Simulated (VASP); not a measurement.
Here is a VASP 6.6.1 calculation.

Contents of INCAR:

```
SYSTEM = BN
PREC = Accurate
ENCUT = 520
EDIFF = 1E-7
ISMEAR = 0
SIGMA = 0.05
LREAL = .False.
LASPH = .True.
NELM = 60
ALGO = Normal
ISIF = 2
LWAVE = .False.
LCHARG = .True.
GGA = CA
LELF = .True.
LVHAR = .True.
NBANDS = 16
```

File KPOINTS:

```
Automatic mesh
0
Gamma
  12 12 4
  0 0 0
```

File POSCAR:

```
BN
1.0
    2.5039917043      0.0000000000      0.0000000000
   -1.2519958522      2.1685204268      0.0000000000
    0.0000000000      0.0000000000      6.6612000000
B N
2 2
Direct
    0.3600591824      0.6862313460      0.2500000000
    0.6399408176      0.3137686540      0.7500000000
    0.3066331771      0.6471207958      0.7500000000
    0.6933668229      0.3528792042      0.2500000000
```

Potentials or basis: VASP PAW LDA potentials, release 64 (B, N).

Launch:

```bash
$ cat potpaw_LDA.64/B/POTCAR potpaw_LDA.64/N/POTCAR > POTCAR
$ mpirun -np 1 vasp_std > vasp.out
```

**Question.** Predict the largest force.

**Answer.** 0.008 eV/Å.

**Question.** Estimate the pressure.

**Answer.** -4.2 GPa.

Forces in eV/Å, atoms in the order of the input:
```
B   -0.003 -0.003  0.000
B    0.003  0.003  0.000
N    0.006  0.004  0.000
N   -0.006 -0.004  0.000
```

Caveat: the cell differs from its parent crystal (mode 4 (44.4 1/cm) frozen in, largest displacement +0.060 Å).
